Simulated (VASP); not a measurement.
AlAs, 2 atoms in the cell. The structure is cubic, space group F-43m (No. 216). The conventional cell has a = 5.451 Å, b = 5.451 Å, c = 5.451 Å, α = 90.00°, β = 90.00°, γ = 90.00°. Within 3.1 Å of Al (site symmetry -43m) lie 4 As at 2.36 Å. As (site symmetry -43m) has 4 Al at 2.36 Å within 3.1 Å.  This cell differs from its parent crystal: strain -4.0%.

```yaml
Program: VASP 6.6.1
Task: single point
Functional: PBE
Potentials_or_basis: VASP PAW PBE potentials, release 64 (Al, As)
Cutoff: 500 eV
k_mesh: 8 × 8 × 8
Occupations: fermi-dirac, width 0.02 eV
Spin: no spin polarisation
Dipole_correction: no
Further_INCAR_settings: ALGO = Normal; EDIFF = 1e-06; NBANDS = 11
```

Potentials or basis: VASP PAW PBE potentials, release 64 (Al, As).

Launch:

```bash
$ cat potpaw_PBE.64/Al/POTCAR potpaw_PBE.64/As/POTCAR > POTCAR
$ mpirun -np 1 vasp_std > vasp.out
```

Hardware: 1 thread of Intel(R) Xeon(R) 6975P-C (Granite Rapids) (shared host).

Question: How long does it take, and how much memory?

Answer: It took 4.9 s on 1 thread of Intel(R) Xeon(R) 6975P-C (Granite Rapids), with other jobs on the host, peak memory 0.16 GiB. Counts: scf iterations 12, k points 29.
